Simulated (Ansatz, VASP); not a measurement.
BN in VASP and in Ansatz

File INCAR:

```
SYSTEM = BN
PREC = Accurate
ENCUT = 520
EDIFF = 1E-6
ISMEAR = 0
SIGMA = 0.05
LREAL = .False.
LASPH = .True.
NELM = 80
ALGO = Normal
ISIF = 2
LWAVE = .False.
LCHARG = .False.
GGA = CA
NBANDS = 16
```

The input KPOINTS:

```
regular mesh
0
Gamma
  12 12 4
  0 0 0
```

The input POSCAR:

```
BN
1.0
    2.5684564179      0.0000000000      0.0000000000
   -1.2842282089      2.2243485064      0.0000000000
    0.0000000000      0.0000000000      6.3887784939
B N
2 2
Direct
    0.3333333333      0.6666666667      0.2500000000
    0.6666666667      0.3333333333      0.7500000000
    0.3333333333      0.6666666667      0.7500000000
    0.6666666667      0.3333333333      0.2500000000
```

Input for Ansatz:

```yaml
crystal:
  lattice:
    - [2.5684564179, 0.0, 0.0]
    - [-1.2842282089, 2.2243485064, 0.0]
    - [0.0, 0.0, 6.3887784939]
  atoms:
    - { symbol: B, position: [0.3333333333, 0.6666666667, 0.25] }
    - { symbol: B, position: [0.6666666667, 0.3333333333, 0.75] }
    - { symbol: "N", position: [0.3333333333, 0.6666666667, 0.75] }
    - { symbol: "N", position: [0.6666666667, 0.3333333333, 0.25] }
basis:
  ecutwfc: 520.0
kpoints:
  mp_grid: { grid: [12, 12, 4] }
hamiltonian:
  xc: lda
  pseudopotentials: { kind: paw, azcp: { folder: soft_1 } }
scf:
  occupations: { method: gaussian, width: 0.05 }
output:
  forces: true
  stress: true
  eigenvalues: true
```

Alike in both runs: task single point; functional LDA; k mesh 12 × 12 × 4; occupations gaussian, width 0.05 eV; no spin polarisation.

```csv
,VASP,Ansatz
version,VASP 6.6.1,Ansatz 0.2.0
potentials or method,"VASP PAW LDA potentials, release 64 (B, N), cutoff 520 eV","scalar-relativistic, plane waves, PAW"
valence electrons in the cell,16,16
```

Ansatz gave:

* gap on the k mesh at the Fermi level (eV): 3.87
* least direct gap on the mesh (eV): 4.19
* pressure (GPa): -21.1
* traceless stress, the component that is largest in VASP (GPa): 21.37

Task: Estimate VASP's values.

Result: gap on the k mesh at the Fermi level (eV): 3.86; least direct gap on the mesh (eV): 4.18; pressure (GPa): -20.6; traceless stress, the component that is largest in VASP (GPa): 20.69.

Ansatz warns that its potentials were made for another functional, while VASP's fit it. LDA's correlation is that of Perdew and Zunger in VASP and of Perdew and Wang (1992) in Ansatz.
